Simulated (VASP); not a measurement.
Write the native input for VASP 6.6.1 that does the following.

* Task: single point
* Functional: PBE
* Potentials or basis: VASP PAW PBE potentials, release 64 (Au)
* Cutoff: 520 eV
* k mesh: 18 × 18 × 10
* Occupations: gaussian, width 0.1 eV
* Spin: no spin polarisation
* Dipole correction: no
* Further INCAR settings: ALGO = Fast; EDIFF = 1e-06; NBANDS = 18

The structure of Au lies in POSCAR:

```
Au
1.0
    2.9770635864      0.0000000000      0.0000000000
   -1.4885317932      2.5782126945      0.0000000000
    0.0000000000      0.0000000000      5.1640398569
Au
2
Direct
    0.3333333333      0.6666666667      0.7500000000
    0.6666666667      0.3333333333      0.2500000000
```

This isn't the form of Au at room conditions, which is fcc.

These files were run (other wordings do the same):

INCAR

```
SYSTEM = Au
PREC     = Accurate       ! precision mode
ENCUT    = 520            ! plane-wave cutoff, eV
EDIFF    = 1E-6           ! SCF threshold, eV
ISMEAR   = 0              ! smearing method
SIGMA    = 0.1            ! smearing width, eV
LREAL    = .False.        ! projectors in reciprocal space
LASPH    = .True.         ! aspherical terms in the spheres
NELM     = 80             ! most SCF steps
ALGO     = Fast           ! electronic algorithm
ISIF     = 2              ! what is computed and relaxed
LWAVE    = .False.        ! write WAVECAR
LCHARG   = .True.         ! write CHGCAR
GGA      = PE             ! functional
LELF     = .True.         ! ELF
LVHAR    = .True.       
NBANDS   = 18             ! bands
```

KPOINTS

```
regular mesh
0
Gamma
  18 18 10
  0 0 0
```

Potentials or basis: VASP PAW PBE potentials, release 64 (Au).

Launch:

```bash
$ cat potpaw_PBE.64/Au/POTCAR > POTCAR
$ mpirun -np 1 vasp_std > vasp.out
```

It gave:

```
Pressure               : -9.8 GPa
Band gap on the k mesh : zero (bands 11 and 12 overlap by 6.01 eV)
```

Caveat: the cell stands under tension; spin-orbit coupling is left out, which moves the levels of the heavy elements.

It took 50 s on 1 thread of Intel(R) Xeon(R) 6975P-C (Granite Rapids), with other jobs on the host, peak memory 0.25 GiB.
